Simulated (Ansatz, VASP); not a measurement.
Two plane-wave programs on Na

File INCAR:

```
ALGO = Fast ; EDIFF = 1E-6
ENCUT = 520 ; ISIF = 2
ISMEAR = 0 ; LASPH = True
LCHARG = True ; LELF = True
LREAL = False ; LVHAR = True
LWAVE = False ; NBANDS = 10
NELM = 80 ; PREC = Accurate
SIGMA = 0.15
```

The input KPOINTS:

```
k-points
0
Gamma
  20 20 20
```

File POSCAR:

```
Na
1.0
   -1.7769499393      1.7769499393      2.9781268488
    1.7769499393     -1.7769499393      2.9781268488
    1.7769499393      1.7769499393     -2.9781268488
Na
1
Direct
    0.0000000000      0.0000000000      0.0000000000
```

Input for Ansatz:

```yaml
crystal:
  lattice:
    - [-1.7769499393, 1.7769499393, 2.9781268488]
    - [1.7769499393, -1.7769499393, 2.9781268488]
    - [1.7769499393, 1.7769499393, -2.9781268488]
  atoms:
    - { symbol: Na, position: [0.0, 0.0, 0.0] }
basis:
  ecutwfc: 420
kpoints:
  mp_grid: { grid: [20, 20, 20] }
hamiltonian:
  xc: lda
scf:
  occupations: { method: gaussian, width: 0.15 }
output:
  forces: true
  stress: true
  eigenvalues: true
```

Alike in both runs: task single point; functional LDA; k mesh 20 × 20 × 20; occupations gaussian, width 0.15 eV; no spin polarisation.

|  | VASP | Ansatz |
| --- | --- | --- |
| version | VASP 6.6.1 | Ansatz 0.2.0 |
| potentials or method | VASP PAW LDA potentials, release 64 (Na_pv), cutoff 520 eV | scalar-relativistic, plane waves, PAW |
| valence electrons in the cell | 7 | 9 |

Ansatz gave:

```
gap on the k mesh at the Fermi level (eV)                     : none
pressure (GPa)                                                : -0.9
traceless stress, the component that is largest in VASP (GPa) : -0.47
```

Task: Estimate VASP's values.

Result: gap on the k mesh at the Fermi level (eV): none; pressure (GPa): -1.0; traceless stress, the component that is largest in VASP (GPa): -0.47.

LDA's correlation is that of Perdew and Zunger in VASP and of Perdew and Wang (1992) in Ansatz. A gap of «none» marks a metal or a gap that the smearing closes. VASP's potentials hold 7 valence electrons a cell and Ansatz's 9, so a difference there can come from the potentials and not from the codes.
